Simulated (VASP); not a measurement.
# Ni (Fm-3m) in VASP: further runs, part 2 of 2

VASP 6.6.1. The steps go on from the part before.

### 4 Single point, PBEsol, collinear spin, ferromagnetic start

This run uses another cell than the first one, of 10.49 Å³/atom, 1.011 times its volume.

Contents of INCAR:

```
ALGO = Normal
EDIFF = 1E-6
ENCUT = 600
GGA = PS
GGA_COMPAT = F
ISIF = 2
ISMEAR = 0
ISPIN = 2
LASPH = T
LCHARG = T
LELF = T
LMAXMIX = 4
LORBIT = 11
LREAL = F
LVHAR = T
LWAVE = F
MAGMOM = 2
NBANDS = 15
NELM = 200
PREC = Accurate
SIGMA = 0.1
```

Contents of KPOINTS:

```
k-points
0
Gamma
  8 8 8
```

Contents of POSCAR:

```
Ni
1.0
    0.0000000000      1.7375729300      1.7375729300
    1.7375729300      0.0000000000      1.7375729300
    1.7375729300      1.7375729300      0.0000000000
Ni
1
Direct
    0.0000000000      0.0000000000      0.0000000000
```

Potentials or basis: VASP PAW PBE potentials, release 64 (Ni).

Run with:

```console
> cat potpaw_PBE.64/Ni/POTCAR > POTCAR
> mpirun -np 1 vasp_std > vasp.out
```

OUTCAR:

```text
EDIFF = 1E-6
   ENCUT = 600
   GGA = PS
   ISIF = 2
   ISMEAR = 0
   ISPIN = 2
   LASPH = T
   LORBIT = 11
   LREAL = F
   NELM = 200
   PREC = Accurate

 ion  position               nearest neighbor table
   1  0.000  0.000  0.000-

  LATTYP: Found a face centered cubic cell.
 ALAT       =     3.4751458600

  Lattice vectors:

 A1 = (   0.0000000000,   1.7375729300,   1.7375729300)
 A2 = (   1.7375729300,   0.0000000000,   1.7375729300)
 A3 = (   1.7375729300,   1.7375729300,   0.0000000000)

Analysis of symmetry for initial positions (statically):
=====================================================================
 Subroutine PRICEL returns:
 Original cell was already a primitive cell.

 Routine SETGRP: Setting up the symmetry group for a
 face centered cubic supercell.

 Subroutine GETGRP returns: Found 48 space group operations
 (whereof 48 operations were pure point group operations)
 out of a pool of 48 trial point group operations.

The static configuration has the point symmetry O_h .

Analysis of symmetry for dynamics (positions and initial velocities):
=====================================================================
 Subroutine PRICEL returns:
 Original cell was already a primitive cell.

 Routine SETGRP: Setting up the symmetry group for a
 face centered cubic supercell.

 Subroutine GETGRP returns: Found 48 space group operations
 (whereof 48 operations were pure point group operations)
 out of a pool of 48 trial point group operations.

The dynamic configuration has the point symmetry O_h .

Analysis of structural, dynamic, and magnetic symmetry:
=====================================================================
 Subroutine PRICEL returns:
 Original cell was already a primitive cell.

 Routine SETGRP: Setting up the symmetry group for a
 face centered cubic supercell.

 Subroutine GETGRP returns: Found 48 space group operations
 (whereof 48 operations were pure point group operations)
 out of a pool of 48 trial point group operations.

The overall configuration has the point symmetry O_h .

 Subroutine INISYM returns: Found 48 space group operations
 (whereof 48 operations are pure point group operations),
 and found     1 'primitive' translations

----------------------------------------------------------------------------------------

                                     Primitive cell

  volume of cell :      10.4920

  direct lattice vectors                    reciprocal lattice vectors
     0.000000000  1.737572930  1.737572930    -0.287757706  0.287757706  0.287757706
     1.737572930  0.000000000  1.737572930     0.287757706 -0.287757706  0.287757706
     1.737572930  1.737572930  0.000000000     0.287757706  0.287757706 -0.287757706

  length of vectors
     2.457299203  2.457299203  2.457299203     0.498410967  0.498410967  0.498410967

  position of ions in fractional coordinates (direct lattice)
     0.000000000  0.000000000  0.000000000

  ion indices of the primitive-cell ions
   primitive index   ion index
                 1           1

----------------------------------------------------------------------------------------

 KPOINTS: k-points

Automatic generation of k-mesh.
 Grid dimensions read from file:
 generate k-points for:    8    8    8

 Generating k-lattice:

  Cartesian coordinates                     Fractional coordinates (reciprocal lattice)
    -0.035969713  0.035969713  0.035969713     0.125000000  0.000000000  0.000000000
     0.035969713 -0.035969713  0.035969713     0.000000000  0.125000000  0.000000000
[... 68 lines left out ...]
   PSTRESS=    0.0 pullay stress
   NELECT =      10.0000    total number of electrons
   NUPDOWN=      -1.0000    fix difference up-down
   EMIN   =  10.00;   EMAX   =-10.00  energy-range for DOS
   EFERMI =   0.00;   METHOD = LEGACY
   ISMEAR =     0;   SIGMA  =   0.10  broadening in eV -4-tet -1-fermi 0-gaus
   EFERMI_NEDOS =   21; number of points for ismear=-14 and -15
   IALGO  =     38    algorithm
   IMIX   =      4    mixing-type and parameters
     AMIX     =   0.40;   BMIX     =  1.00
     AMIX_MAG =   1.60;   BMIX_MAG =  1.00
  volume/ion in A,a.u.               =      10.49        70.80
  Fermi-wavevector in a.u.,A,eV,Ry     =   1.611097  3.044533 35.315755  2.595635
  Thomas-Fermi vector in A             =   2.706542
   LORBIT       =     11    0 simple, 1 ext, 2 COOP (PROOUT), +10 PAW based schemes
   GGA     = PS    functional components
   LHFCALC =     F    Hartree Fock is set to
   AEXX    =    0.0000 exact exchange contribution
   IVDW    =     0    specifies the selected vdW correction
   LEPSILON=     F    determine dielectric tensor
   LRPA    =     F    only Hartree local field effects (RPA)
 spin polarized calculation
 Gauss-broadening in eV      SIGMA  =   0.10
  energy-cutoff  :      600.00
  volume of cell :       10.49
 maximum number of plane-waves:       363
   NGX =  9   NGY =  9   NGZ =  9

 number of electron      10.0000000 magnetization       2.0000000

 number of electron       9.9999999 magnetization       0.6992931

 Free energy of the ion-electron system (eV)
  ---------------------------------------------------
  ext. energy  EPLUGINS =         0.00000000
  ---------------------------------------------------
  free energy    TOTEN  =        -6.13770828 eV

  energy without entropy =       -6.12850773  energy(sigma->0) =       -6.13310800

 E-fermi :   9.6972     XC(G=0): -13.6550

 val. band max:        9.6936152105   @ k =  -0.2500   0.3750   0.1250
 cond. band min:       9.7044155789   @ k =   0.3750   0.3750   0.0000
 fundamental gap:      0.0108003684
 Fermi energy:         9.6971970401

 spin component 1

 k-point     1 :       0.0000    0.0000    0.0000
  band No.  band energies     occupation
      1       0.3842      1.00000
      2       7.1309      1.00000
      3       7.1309      1.00000
      4       7.1309      1.00000
      5       8.3543      1.00000
      6       8.3543      1.00000
      7      33.7105      0.00000
      8      37.8282      0.00000
      9      37.8282      0.00000
     10      37.8282      0.00000
     11      40.8580      0.00000
     12      40.8580      0.00000
     13      40.8580      0.00000
     14      43.8218      0.00000
[... 403 lines left out ...]
      4       7.7937      1.00000
      5       8.9682      1.00000
      6      13.0973      0.00000
      7      15.9797      0.00000
      8      25.9909      0.00000
      9      26.9955      0.00000
     10      35.9153      0.00000
     11      40.1774      0.00000
     12      47.6247      0.00000
     13      50.2405      0.00000
     14      50.9287      0.00000
     15      52.2092      0.00000

 [... further k-points ...]

 spin component 2

 k-point     1 :       0.0000    0.0000    0.0000
  band No.  band energies     occupation
      1       0.3942      1.00000
      2       7.9194      1.00000
      3       7.9194      1.00000
      4       7.9194      1.00000
      5       9.0426      1.00000
      6       9.0426      1.00000
      7      33.6153      0.00000
      8      37.8482      0.00000
      9      37.8482      0.00000
     10      37.8482      0.00000
     11      41.0109      0.00000
     12      41.0109      0.00000
     13      41.0109      0.00000
     14      43.7394      0.00000
[... 403 lines left out ...]
      4       8.4840      1.00000
      5       9.8076      0.05930
      6      13.4197      0.00000
      7      16.3662      0.00000
      8      26.1170      0.00000
      9      27.1429      0.00000
     10      35.9572      0.00000
     11      40.2664      0.00000
     12      47.6355      0.00000
     13      50.3415      0.00000
     14      51.1294      0.00000
     15      52.6283      0.00000

 [... further k-points ...]
[... 5 lines left out ...]
  --------------------------------------------------------------------------------------
  -------------------------------------------------------------------------------------
  Total       -0.1384972     -0.1384972     -0.1384972     -0.0000000      0.0000000     -0.0000000
  in kB      -21.1491347    -21.1491347    -21.1491347     -0.0000000      0.0000000     -0.0000000
  external PRESSURE =     -21.1491347 kB  Pullay stress =       0.0000000 kB

 VOLUME and BASIS-vectors are now :
 -----------------------------------------------------------------------------
  energy-cutoff  :      600.00
  volume of cell :       10.49
      direct lattice vectors                 reciprocal lattice vectors
     0.000000000  1.737572930  1.737572930    -0.287757706  0.287757706  0.287757706
     1.737572930  0.000000000  1.737572930     0.287757706 -0.287757706  0.287757706
     1.737572930  1.737572930  0.000000000     0.287757706  0.287757706 -0.287757706

 POSITION                                       TOTAL-FORCE (eV/Angst)
 -----------------------------------------------------------------------------------
      0.00000      0.00000      0.00000        -0.000000     -0.000000     -0.000000
 -----------------------------------------------------------------------------------
    total drift:                                0.000000      0.000000      0.000000

  FREE ENERGIE OF THE ION-ELECTRON SYSTEM (eV)
  ---------------------------------------------------
  free  energy   TOTEN  =        -6.1377082791 eV

  energy  without entropy=       -6.1285077303  energy(sigma->0) =       -6.13310800

 total charge

# of ion       s       p       d       tot
------------------------------------------
    1        0.518   0.542   8.319   9.378

 magnetization (x)

# of ion       s       p       d       tot
------------------------------------------
    1       -0.003  -0.021   0.728   0.704
```

Wall time 14 s (1 thread of Intel Xeon Platinum 8488C (Sapphire Rapids), shared host); peak memory 0.13 GiB.

Results:

```yaml
Free_energy: -6.1377 eV
Pressure: -2.1 GPa
Net_moment: 0.70 μB per cell
Site_moments: Ni +0.70 μB
Valence_electrons_inside_the_program's_atomic_spheres: Ni 9.38
```

Levels at points of the mesh, in eV from the Fermi level:
Spin up:
| k point | band 3 | band 4 | band 5 | band 6 | band 7 | band 8 |
| --- | --- | --- | --- | --- | --- | --- |
| (0.00, 0.00, 0.00) | -2.57 | -2.57 | -1.34 | -1.34 | 24.01 | 28.13 |
| (0.50, 0.00, 0.00) | -2.56 | -0.64 | -0.64 | -0.41 | 5.88 | 22.49 |
| (0.50, 0.50, 0.00) | -0.59 | -0.49 | -0.49 | 2.42 | 9.50 | 15.11 |
Spin down:
| k point | band 2 | band 3 | band 4 | band 5 | band 6 | band 7 | band 8 | band 9 |
| --- | --- | --- | --- | --- | --- | --- | --- | --- |
| (0.00, 0.00, 0.00) | -1.78 | -1.78 | -1.78 | -0.65 | -0.65 | 23.92 | 28.15 | 28.15 |
| (0.50, 0.00, 0.00) | -1.87 | -1.87 | -0.42 | 0.19 | 0.19 | 6.35 | 22.40 | 25.37 |
| (0.50, 0.50, 0.00) | -3.78 | 0.12 | 0.41 | 0.41 | 2.43 | 9.81 | 15.16 | 15.16 |

Caveat: the k points lie up to 0.39 Å⁻¹ apart; the PAW data sets were made with another functional, which shifts forces and pressure a little.

### 5 The runs side by side

```tsv
task	cell	k mesh	cutoff (eV)	gap on the mesh (eV)	pressure (GPa)	moment (μB)
single point	a = 2.449 Å, angles 60.0°, 1 atom	20 × 20 × 20	520	none	0.0	0.62
relaxation of cell and atoms	relaxed from a = 2.457 Å, angles 60.0°, 1 atom	20 × 20 × 20	600	none	0.0	0.62
single point	a = 2.457 Å, angles 60.0°, 1 atom	8 × 8 × 8	600	none	-2.1	0.70
```

Alike in all rows: level PBEsol; potentials or basis VASP PAW PBE potentials, release 64 (Ni); spin collinear, ferromagnetic start; smearing gaussian 0.1 eV.

Caveats: some runs use coarse meshes; the PAW data sets were made with another functional, which shifts forces and pressure a little.

Absolute energies hang on the potentials; compare differences alone.
